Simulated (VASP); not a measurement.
A run of VASP 6.6.1 is set up as follows.

INCAR

```
SYSTEM = GdN
PREC = Accurate
ENCUT = 520
EDIFF = 1E-6
ISMEAR = 0
SIGMA = 0.05
LREAL = .FALSE.
LASPH = .TRUE.
NELM = 150
ALGO = Normal
ISIF = 2
LWAVE = .FALSE.
LCHARG = .TRUE.
ISPIN = 2
MAGMOM = 7.55 0
LORBIT = 11
LMAXMIX = 6
GGA = PE
LELF = .TRUE.
LVHAR = .TRUE.
NBANDS = 22
```

Contents of KPOINTS:

```
Automatic mesh
0
G
  12 12 12
  0 0 0
```

The input POSCAR:

```
GdN
1.0
    0.0000000000      2.5087910259      2.5087910259
    2.5087910259      0.0000000000      2.5087910259
    2.5087910259      2.5087910259      0.0000000000
Gd N
1 1
Direct
    0.0000000000      0.0000000000      0.0000000000
    0.5000000000      0.5000000000      0.5000000000
```

Potentials or basis: VASP PAW PBE potentials, release 64 (Gd, N).

Run with:

```console
$ cat potpaw_PBE.64/Gd/POTCAR potpaw_PBE.64/N/POTCAR > POTCAR
$ mpirun -np 1 vasp_std > vasp.out
```

Predict the band gap on the k mesh.

zero (filled and empty bands overlap).

Estimate the site moments.

Gd +6.80; N -0.08 μB.

Predict the pressure.

-2.8 GPa.

Caveat: spin-orbit coupling is left out, which moves the levels of the heavy elements; a cell with one magnetic atom can't hold antiferromagnetic order, which such compounds often take; semilocal functionals describe open f shells poorly, which spoils levels, moments and volumes. The state reached can hang on the start; a lower one may exist.
